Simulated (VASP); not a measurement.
A run of VASP 6.6.1 is set up as follows.

The input POSCAR:

```
In2BAs3
1.0
    4.0305726883      0.0000000000      0.0000000000
   -2.0152863442      3.4905783399      0.0000000000
    0.0000000000      0.0000000000     10.0536246539
B In As
1 2 3
Direct
    0.0000000000      0.0000000000      0.0083928154
    0.6666666667      0.3333333333      0.6856021449
    0.3333333333      0.6666666667      0.3193341573
    0.6666666667      0.3333333333      0.9469210140
    0.3333333333      0.6666666667      0.5773713367
    0.0000000000      0.0000000000      0.2123785316
```

The input INCAR.step1:

```
SYSTEM = In2BAs3
PREC     = Accurate       ! precision mode
ENCUT    = 520            ! plane-wave cutoff, eV
ISMEAR   = -1             ! smearing method
SIGMA    = 0.02           ! smearing width, eV
LREAL    = .FALSE.        ! projectors in reciprocal space
LASPH    = .TRUE.         ! aspherical terms in the spheres
NELM     = 60             ! most SCF steps
NBANDS   = 31             ! bands
GGA      = PE             ! functional
ALGO     = Normal         ! electronic algorithm
EDIFF    = 1E-4           ! SCF threshold, eV
LWAVE    = .TRUE.         ! write WAVECAR
LCHARG   = .FALSE.        ! write CHGCAR
```

File INCAR.step2:

```
SYSTEM = In2BAs3
PREC     = Accurate       ! precision mode
ENCUT    = 520            ! plane-wave cutoff, eV
EDIFF    = 1E-6           ! SCF threshold, eV
ISMEAR   = -1             ! smearing method
SIGMA    = 0.02           ! smearing width, eV
LREAL    = .FALSE.        ! projectors in reciprocal space
LASPH    = .TRUE.         ! aspherical terms in the spheres
NELM     = 60             ! most SCF steps
ALGO     = Normal         ! electronic algorithm
ISIF     = 2              ! what is computed and relaxed
LWAVE    = .FALSE.        ! write WAVECAR
LCHARG   = .FALSE.        ! write CHGCAR
METAGGA  = R2SCAN         ! meta-GGA
LMIXTAU  = .TRUE.       
NBANDS   = 31             ! bands
ISTART   = 1
```

KPOINTS

```
Automatic mesh
0
G
  12 12 4
  0 0 0
```

Potentials or basis: VASP PAW PBE potentials, release 64 (B, In_d, As).

Command:

```sh
$ cat potpaw_PBE.64/B/POTCAR potpaw_PBE.64/In_d/POTCAR potpaw_PBE.64/As/POTCAR > POTCAR
$ cp INCAR.step1 INCAR
$ mpirun -np 1 vasp_std > vasp.out
$ cp INCAR.step2 INCAR
$ mpirun -np 1 vasp_std > vasp.out
```

Task: Estimate the band gap on the k mesh.

Result: Zero (bands 22 and 23 overlap by 0.28 eV).

Task: Estimate the largest force.

Result: 0.087 eV/Å.

Task: Predict the pressure.

Result: 0.0 GPa.

Forces in eV/Å, atoms in the order of the input:
```
B    0.000  0.000  0.087
In   0.000  0.000 -0.062
In   0.000  0.000  0.010
As   0.000  0.000 -0.034
As   0.000  0.000  0.033
As   0.000  0.000 -0.034
```

Caveat: semilocal functionals underestimate gaps, and a narrow one can read as zero; the PAW data sets were made with another functional, which shifts forces and pressure a little; spin-orbit coupling is left out, which moves the levels of the heavy elements.
